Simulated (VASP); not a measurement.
# As (R-3m) in VASP: a series of runs

Runs on As. Level: PBE. Tasks: electric field gradients.

Everything below comes from runs of VASP 6.6.1. Logs are shortened: lines on timing, memory, paths and dates and some standing lists are left out, and cuts for length are marked.

## Step 1: The cell of the first run

Symmetry: R-3m, No. 166, trigonal system. The conventional cell has a = 3.759 Å, b = 3.759 Å, c = 10.457 Å, α = 90.00°, β = 90.00°, γ = 120.00°. Within 3.3 Å of As (site symmetry 3m) lie 6 As at 2.52 to 3.10 Å.

## Step 2: Electric field gradients, PBE

Contents of INCAR:

```
ALGO = Normal
EDIFF = 1E-8
ENCUT = 400
GGA = PE
GGA_COMPAT = F
ISIF = 2
ISMEAR = -1
LASPH = T
LCHARG = F
LEFG = T
LREAL = F
LWAVE = F
NBANDS = 22
NELM = 120
PREC = Accurate
SIGMA = 0.05
```

Contents of KPOINTS:

```
k-points
0
Gamma
  18 18 18
```

Contents of POSCAR:

```
As
1.0
    1.8797494575      1.0852738553      3.4857700000
   -1.8797494575      1.0852738553      3.4857700000
    0.0000000000     -2.1705477106      3.4857700000
As
2
Direct
    0.2275400000      0.2275400000      0.2275400000
    0.7724600000      0.7724600000      0.7724600000
```

Potentials or basis: VASP PAW PBE potentials, release 64 (As_d).

The run is started by

```
$ cat potpaw_PBE.64/As_d/POTCAR > POTCAR
$ mpirun -np 1 vasp_std > vasp.out
```

OUTCAR:

```text
EDIFF = 1E-8
   ENCUT = 400
   GGA = PE
   ISIF = 2
   ISMEAR = -1
   LASPH = T
   LREAL = F
   NELM = 120
   PREC = Accurate

 ion  position               nearest neighbor table
   1  0.228  0.228  0.228-   2 2.52   2 2.52   2 2.52
   2  0.772  0.772  0.772-   1 2.52   1 2.52   1 2.52

  LATTYP: Found a trigonal (rhomboedric) cell.
 ALAT       =     4.1063207202
 COS(alpha) =     0.5808936906

  Lattice vectors:

 A1 = (   1.8797494575,   1.0852738553,   3.4857700000)
 A2 = (  -1.8797494575,   1.0852738553,   3.4857700000)
 A3 = (   0.0000000000,  -2.1705477106,   3.4857700000)

Analysis of symmetry for initial positions (statically):
=====================================================================
 Subroutine PRICEL returns:
 Original cell was already a primitive cell.

 Routine SETGRP: Setting up the symmetry group for a
 trigonal (rhombohedral) supercell.

 Subroutine GETGRP returns: Found 12 space group operations
 (whereof 12 operations were pure point group operations)
 out of a pool of 12 trial point group operations.

The static configuration has the point symmetry D_3d.

Analysis of symmetry for dynamics (positions and initial velocities):
=====================================================================
 Subroutine PRICEL returns:
 Original cell was already a primitive cell.

 Routine SETGRP: Setting up the symmetry group for a
 trigonal (rhombohedral) supercell.

 Subroutine GETGRP returns: Found 12 space group operations
 (whereof 12 operations were pure point group operations)
 out of a pool of 12 trial point group operations.

The dynamic configuration has the point symmetry D_3d.

 Subroutine INISYM returns: Found 12 space group operations
 (whereof 12 operations are pure point group operations),
 and found     1 'primitive' translations

----------------------------------------------------------------------------------------

                                     Primitive cell

  volume of cell :      42.6667

  direct lattice vectors                    reciprocal lattice vectors
     1.879749457  1.085273855  3.485770000     0.265992895  0.153571070  0.095626887
    -1.879749457  1.085273855  3.485770000    -0.265992895  0.153571070  0.095626887
     0.000000000 -2.170547711  3.485770000     0.000000000 -0.307142139  0.095626887

  length of vectors
     4.106320720  4.106320720  4.106320720     0.321684310  0.321684310  0.321684310

  position of ions in fractional coordinates (direct lattice)
     0.227540000  0.227540000  0.227540000
     0.772460000  0.772460000  0.772460000

  ion indices of the primitive-cell ions
   primitive index   ion index
                 1           1
                 2           2

----------------------------------------------------------------------------------------

 KPOINTS: k-points

Automatic generation of k-mesh.
 Grid dimensions read from file:
 generate k-points for:   18   18   18

 Generating k-lattice:

  Cartesian coordinates                     Fractional coordinates (reciprocal lattice)
     0.014777383  0.008531726  0.005312605     0.055555556  0.000000000 -0.000000000
    -0.014777383  0.008531726  0.005312605     0.000000000  0.055555556 -0.000000000
     0.000000000 -0.017063452  0.005312605    -0.000000000 -0.000000000  0.055555556

  Length of vectors
     0.017871351  0.017871351  0.017871351

  Shift w.r.t. Gamma in fractional coordinates (k-lattice)
     0.000000000  0.000000000  0.000000000

 Subroutine IBZKPT returns following result:
 ===========================================

 Found    580 irreducible k-points:

 Following reciprocal coordinates:
            Coordinates               Weight
  0.000000  0.000000  0.000000      1.000000
  0.055556  0.000000  0.000000      6.000000
  0.111111  0.000000  0.000000      6.000000
  0.166667 -0.000000  0.000000      6.000000
  0.222222  0.000000  0.000000      6.000000
  0.277778  0.000000  0.000000      6.000000
[... 16 lines left out ...]
 -0.277778  0.055556  0.000000     12.000000
 -0.222222  0.055556  0.000000     12.000000
 [... further k-points ...]
   k-points           NKPTS =    580   k-points in BZ     NKDIM =    580   number of bands    NBANDS=     22
   number of dos      NEDOS =    301   number of ions     NIONS =      2
   total plane-waves  NPLWV =  21952
   dimension x,y,z NGX =    28 NGY =   28 NGZ =   28
   dimension x,y,z NGXF=    56 NGYF=   56 NGZF=   56
   ions per type =               2
   NGX,Y,Z   is equivalent  to a cutoff of  11.34, 11.34, 11.34 a.u.
   NGXF,Y,Z  is equivalent  to a cutoff of  22.67, 22.67, 22.67 a.u.
 SYSTEM =  unknown system
   PREC   = accura    normal or accurate (medium, high low for compatibility)
   ISTART =      0    job   : 0-new  1-cont  2-samecut
   ICHARG =      2    charge: 1-file 2-atom 10-const
   ISPIN  =      1    spin polarized calculation?
   LNONCOLLINEAR =      F non collinear calculations
   LSORBIT =      F    spin-orbit coupling
   LASPH  =      T    aspherical Exc in radial PAW
   ENCUT  =  400.0 eV  29.40 Ry    5.42 a.u.   6.70  6.70  6.70*2*pi/ulx,y,z
   NELM   =    120;   NELMIN=  2; NELMDL= -5     # of ELM steps
   EDIFF  = 0.1E-07   stopping-criterion for ELM
   LREAL  =      F    real-space projection
   EDIFFG = 0.1E-06   stopping-criterion for IOM
   NSW    =      0    number of steps for IOM
   IBRION =     -1    ionic relax: 0-MD 1-quasi-New 2-CG
   NFREE  =      0    steps in history (QN), initial steepest desc. (CG)
   ISIF   =      2    stress and relaxation
   ISYM   =      2    0-nonsym 1-usesym 2-fastsym
   POTIM  = 0.5000    time-step for ionic-motion
   TEBEG  =    0.0;   TEEND  =   0.0 temperature during run
   PSTRESS=    0.0 pullay stress
   NELECT =      30.0000    total number of electrons
   NUPDOWN=      -1.0000    fix difference up-down
   EMIN   =  10.00;   EMAX   =-10.00  energy-range for DOS
   EFERMI =   0.00;   METHOD = LEGACY
   ISMEAR =    -1;   SIGMA  =   0.05  broadening in eV -4-tet -1-fermi 0-gaus
   EFERMI_NEDOS =   21; number of points for ismear=-14 and -15
   IALGO  =     38    algorithm
   IMIX   =      4    mixing-type and parameters
     AMIX     =   0.40;   BMIX     =  1.00
     AMIX_MAG =   1.60;   BMIX_MAG =  1.00
  volume/ion in A,a.u.               =      21.33       143.96
  Fermi-wavevector in a.u.,A,eV,Ry     =   1.455746  2.750960 28.833402  2.119195
  Thomas-Fermi vector in A             =   2.572744
   LORBIT       =      0    0 simple, 1 ext, 2 COOP (PROOUT), +10 PAW based schemes
   GGA     = PE    functional components
   LHFCALC =     F    Hartree Fock is set to
   AEXX    =    0.0000 exact exchange contribution
   IVDW    =     0    specifies the selected vdW correction
   LEPSILON=     F    determine dielectric tensor
   LRPA    =     F    only Hartree local field effects (RPA)
 non-spin polarized calculation
  energy-cutoff  :      400.00
  volume of cell :       42.67
 maximum number of plane-waves:       788
   NGX = 13   NGY = 13   NGZ = 13

 number of electron      29.9999992 magnetization

 Free energy of the ion-electron system (eV)
  ---------------------------------------------------
  ext. energy  EPLUGINS =         0.00000000
  ---------------------------------------------------
  free energy    TOTEN  =        -9.33173351 eV

  energy without entropy =       -9.32974731  energy(sigma->0) =       -9.33074041

 E-fermi :   3.9691     XC(G=0): -10.7103

 val. band max:        3.9299989718   @ k =   0.3889   0.2778   0.2222
 cond. band min:       3.9795366443   @ k =   0.5000   0.0556   0.0000
 fundamental gap:      0.0495376724
 Fermi energy:         3.9690968025

 k-point     1 :       0.0000    0.0000    0.0000
  band No.  band energies     occupation
      1     -32.4137      2.00000
      2     -32.4137      2.00000
      3     -32.3686      2.00000
      4     -32.3686      2.00000
      5     -32.3370      2.00000
      6     -32.2997      2.00000
[... 14 lines left out ...]
     21      11.1144      0.00000
     22      12.6813      0.00000

 k-point     2 :       0.0556    0.0000    0.0000
  band No.  band energies     occupation
      1     -32.4134      2.00000
      2     -32.4128      2.00000
      3     -32.3683      2.00000
      4     -32.3679      2.00000
      5     -32.3367      2.00000
      6     -32.3002      2.00000
[... 542 lines left out ...]
 k-point    24 :      -0.2222    0.0556    0.0000
  band No.  band energies     occupation
      1     -32.4086      2.00000
      2     -32.3950      2.00000
      3     -32.3628      2.00000
      4     -32.3562      2.00000
      5     -32.3320      2.00000
      6     -32.3093      2.00000
[... 14 lines left out ...]
     21      12.0510      0.00000
     22      15.2528      0.00000

 [... further k-points ...]

------------------------ aborting loop because EDIFF is reached ----------------------------------------

  FORCE on cell =-STRESS in cart. coord.  units (eV):
  Direction    XX          YY          ZZ          XY          YZ          ZX
  --------------------------------------------------------------------------------------
  -------------------------------------------------------------------------------------
  Total        1.0113399      1.0113399      0.7657699      0.0000000     -0.0000000      0.0000000
  in kB       37.9768047     37.9768047     28.7554122      0.0000000     -0.0000000      0.0000000
  external PRESSURE =      34.9030072 kB  Pullay stress =       0.0000000 kB

 VOLUME and BASIS-vectors are now :
 -----------------------------------------------------------------------------
  energy-cutoff  :      400.00
  volume of cell :       42.67
      direct lattice vectors                 reciprocal lattice vectors
     1.879749457  1.085273855  3.485770000     0.265992895  0.153571070  0.095626887
    -1.879749457  1.085273855  3.485770000    -0.265992895  0.153571070  0.095626887
     0.000000000 -2.170547711  3.485770000     0.000000000 -0.307142139  0.095626887

 POSITION                                       TOTAL-FORCE (eV/Angst)
 -----------------------------------------------------------------------------------
      0.00000      0.00000      2.37946         0.000000      0.000000      0.227509
      0.00000      0.00000      8.07785         0.000000      0.000000     -0.227509
 -----------------------------------------------------------------------------------
    total drift:                               -0.000000      0.000000     -0.000000

  FREE ENERGIE OF THE ION-ELECTRON SYSTEM (eV)
  ---------------------------------------------------
  free  energy   TOTEN  =        -9.3317335068 eV

  energy  without entropy=       -9.3297473115  energy(sigma->0) =       -9.33074041

 Electric field gradients (V/A^2)
---------------------------------------------------------------------
 ion       V_xx      V_yy      V_zz      V_xy      V_xz      V_yz
---------------------------------------------------------------------
   1      24.914    24.914   -49.827     0.000     0.000    -0.000
   2      24.914    24.914   -49.827     0.000     0.000    -0.000
---------------------------------------------------------------------

 Electric field gradients after diagonalization (V/A^2)
 (convention: |V_zz| > |V_xx| > |V_yy|)
----------------------------------------------------------------------
 ion       V_xx      V_yy      V_zz     asymmetry (V_yy - V_xx)/ V_zz
----------------------------------------------------------------------
   1      24.914    24.914   -49.827       0.000
   2      24.914    24.914   -49.827       0.000
----------------------------------------------------------------------

           NMR quadrupolar parameters

 Cq : quadrupolar parameter    Cq=e*Q*V_zz/h
 eta: asymmetry parameters     (V_yy - V_xx)/ V_zz
 Q  : nuclear electric quadrupole moment in mb (millibarn)
----------------------------------------------------------------------
 ion       Cq(MHz)       eta       Q (mb)
----------------------------------------------------------------------
   1      -0.120       0.000       1.000
   2      -0.120       0.000       1.000
----------------------------------------------------------------------
```

Run time: 2.7 min. Hardware: 1 thread of Intel Xeon 6975P-C (Granite Rapids), shared host; peak memory 0.38 GiB.

Results:

| Item | Value |
| --- | --- |
| Free energy | -9.3317 eV |
| Pressure | 3.5 GPa |
| Largest force | 0.228 eV/Å |
| Band gap on the k mesh | zero (bands 15 and 16 overlap by 0.51 eV) |
| Largest electric field gradient by atom | As -49.8 V/Å² |

Forces in eV/Å, atoms in the order of the input:
```
As   0.000  0.000  0.228
As   0.000  0.000 -0.228
```

Electric field gradients, principal values (V/Å²):
| atom | least | middle | greatest (by size) |
| --- | --- | --- | --- |
| 1 As | 24.914 | 24.914 | -49.827 |
| 2 As | 24.914 | 24.914 | -49.827 |

Caveat: the cell stands under pressure; without QUAD_EFG the Cq values of the log hold for a quadrupole moment of 1 mb, not for the nuclei.

(Continued in part 2 of 2.)

The gap in the log of VASP goes by the Fermi energy; the results here count the filled bands.